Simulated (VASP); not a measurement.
Wanted: the native input for a VASP 6.6.1 run.

```
Task                   : single point
Functional             : RPBE
Potentials or basis    : VASP PAW PBE potentials, release 64 (Pd)
Cutoff                 : 520 eV
k mesh                 : 22 × 22 × 22
Occupations            : fermi-dirac, width 0.05 eV
Spin                   : collinear spin, ferromagnetic start
Starting moments       : [0.356] μB
Dipole correction      : no
Further INCAR settings : ALGO = Normal; EDIFF = 1e-06; NBANDS = 15
```

The structure of Pd lies in POSCAR:

```
Pd
1.0
    0.0000000000      2.0446850710      2.0446850710
    2.0446850710      0.0000000000      2.0446850710
    2.0446850710      2.0446850710      0.0000000000
Pd
1
Direct
    0.0000000000      0.0000000000      0.0000000000
```

This cell differs from its parent crystal: volume scaled by 1.08.

The input as run:

INCAR

```
ALGO     = Normal         # electronic algorithm
EDIFF    = 1E-6           # SCF threshold, eV
ENCUT    = 520            # plane-wave cutoff, eV
GGA      = RP             # functional
ISIF     = 2              # what is computed and relaxed
ISMEAR   = -1             # smearing method
ISPIN    = 2              # spin polarisation
LASPH    = True           # aspherical terms in the spheres
LCHARG   = True           # write CHGCAR
LELF     = True           # ELF
LMAXMIX  = 4              # l up to which the mixer works
LORBIT   = 11             # projections on sites
LREAL    = False          # projectors in reciprocal space
LVHAR    = True         
LWAVE    = False          # write WAVECAR
MAGMOM   = 0.356          # initial moments
NBANDS   = 15             # bands
NELM     = 150            # most SCF steps
PREC     = Accurate       # precision mode
SIGMA    = 0.05           # smearing width, eV
```

KPOINTS

```
k-points
0
Gamma
  22 22 22
```

Potentials or basis: VASP PAW PBE potentials, release 64 (Pd).

The run is started by

```bash
$ cat potpaw_PBE.64/Pd/POTCAR > POTCAR
$ mpirun -np 1 vasp_std > vasp.out
```

Results of the run:

```yaml
Pressure: -9.3 GPa
Net_moment: 0.39 μB per cell
Site_moments: Pd +0.40 μB
Valence_electrons_inside_the_program's_atomic_spheres: Pd 9.19
```

Caveat: the PAW data sets were made with another functional, which shifts forces and pressure a little.

It took 89 s on 1 thread of Intel(R) Xeon(R) Platinum 8375C CPU @ 2.90GHz (Ice Lake), with other jobs on the host, peak memory 0.24 GiB.
